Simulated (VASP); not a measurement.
NaCl: single point with LDA

NaCl:

```
Na Cl
1.0
     3.46514    0.00000    0.00000
     0.00000    3.46514    0.00000
     0.00000    0.00000    3.46514
Na Cl
1 1
Direct
  0.00000 0.00000 0.00000
  0.50000 0.50000 0.50000
```

This cell differs from its parent crystal: functional LDA, strained.

```
Program             : VASP 6.6.1
Task                : single point
Functional          : LDA
Potentials or basis : VASP PAW LDA potentials, release 64 (Na_pv, Cl)
Cutoff              : 520 eV
k mesh              : 6 × 6 × 6
Occupations         : gaussian, width 0.02 eV
Spin                : no spin polarisation
```

```
Pressure               : -2.5 GPa
Band gap on the k mesh : 3.71 eV, indirect (least direct gap 4.25 eV)
```

Levels at points of the mesh, in eV from the valence-band top:
```tsv
k point	band 3	band 4	band 5	band 6	band 7	band 8	band 9	band 10	band 11	band 12
(0.00, 0.00, 0.00)	-21.98	-13.43	-0.54	-0.54	-0.54	3.71	8.24	8.24	15.56	15.56
(0.50, 0.00, 0.00)	-21.97	-13.02	-3.20	-0.28	-0.28	6.65	8.46	10.29	11.68	11.68
(0.50, 0.50, 0.00)	-21.97	-12.72	-2.45	-2.45	0.00	5.19	9.66	10.84	10.84	12.45
(0.50, 0.50, 0.50)	-22.01	-12.42	-2.00	-2.00	-2.00	6.78	6.78	6.78	11.53	15.80
```

Wall time 6.4 s on 1 thread of Intel(R) Xeon(R) 6975P-C (Granite Rapids), on a shared host, peak memory 0.13 GiB.

Caveat: the cell differs from its parent crystal (functional LDA, strained). A k mesh can miss the band edges.
